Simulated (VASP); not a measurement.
# Re: single point with PBEsol

Crystal: Re.

```
Re
1.0
     2.76080    0.00000    0.00000
    -1.38040    2.39092    0.00000
     0.00000    0.00000    4.45820
Re
2
Direct
  0.33333 0.66667 0.25000
  0.66667 0.33333 0.75000
```

| Property | Result |
| --- | --- |
| Program | VASP 6.6.1 |
| Task | single point |
| Functional | PBEsol |
| Potentials or basis | VASP PAW PBE potentials, release 64 (Re) |
| Cutoff | 520 eV |
| k mesh | 12 × 12 × 7 |
| Occupations | fermi-dirac, width 0.08 eV |
| Spin | collinear spin |
| Starting moments | [1.5, 1.5] μB |
| Dipole correction | no |
| k mesh for the DOS | 18 × 18 × 11 |
| Occupations for the DOS | tetrahedron |
| Further INCAR settings | ALGO = Normal; EDIFF = 1e-06; NBANDS = 18 |

The net moment is 0.00 μB per cell and the valence electrons inside the program's atomic spheres are Re 6.16.

Levels at points of the mesh, in eV from the Fermi level:
Spin up:
```tsv
k point	band 3	band 4	band 5	band 6	band 7	band 8	band 9	band 10	band 11	band 12
(0.00, 0.00, 0.00)	-1.57	-1.57	-1.56	-0.73	-0.73	0.21	0.21	0.63	3.39	3.39
(0.50, 0.00, 0.00)	-5.24	-1.92	-1.72	-1.36	-0.58	3.99	4.40	4.53	6.09	7.09
```
Spin down:
```tsv
k point	band 4	band 5	band 6	band 7	band 8	band 9	band 10	band 11
(0.00, 0.00, 0.00)	-1.57	-1.56	-0.73	-0.73	0.21	0.21	0.63	3.39
(0.50, 0.00, 0.00)	-1.92	-1.72	-1.36	-0.58	3.99	4.40	4.53	6.09
```

It took 7.2 min on 1 thread of Oxide Virtual Turin-like Processor, with other jobs on the host, peak memory 0.26 GiB.

Caveat: spin-orbit coupling is left out, which moves the levels of the heavy elements.
